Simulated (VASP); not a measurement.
CuF:

```xyz
4
Lattice="2.7625 0.0000 0.0000 -1.3813 2.3924 0.0000 0.0000 0.0000 6.4020" Properties=species:S:1:pos:R:3 pbc="T T T"
Cu    0.0000    0.0000    0.0000
Cu    0.0000    0.0000    3.2010
F     0.0000    1.5950    1.6005
F     1.3813    0.7975    4.8015
```

Program: VASP 6.6.1. Alike in all runs: task single point; potentials or basis VASP PAW PBE potentials, release 64 (Cu, F); cell as given; cutoff (eV) 520; smearing fermi-dirac 0.02 eV. Hardware: 1 thread of AMD EPYC 7R13, on a shared host.

Problem. Order these runs on this cell by their wall time, lowest first.
A. level PBE+D4; spin off; k mesh 9 × 9 × 4
B. level PBE; spin off; k mesh 4 × 4 × 4
C. level PBE; spin collinear, zero start; k mesh 9 × 9 × 4

Solution. B (41 s), A (83 s), C (200 s).

Caveats: some runs use coarse meshes.
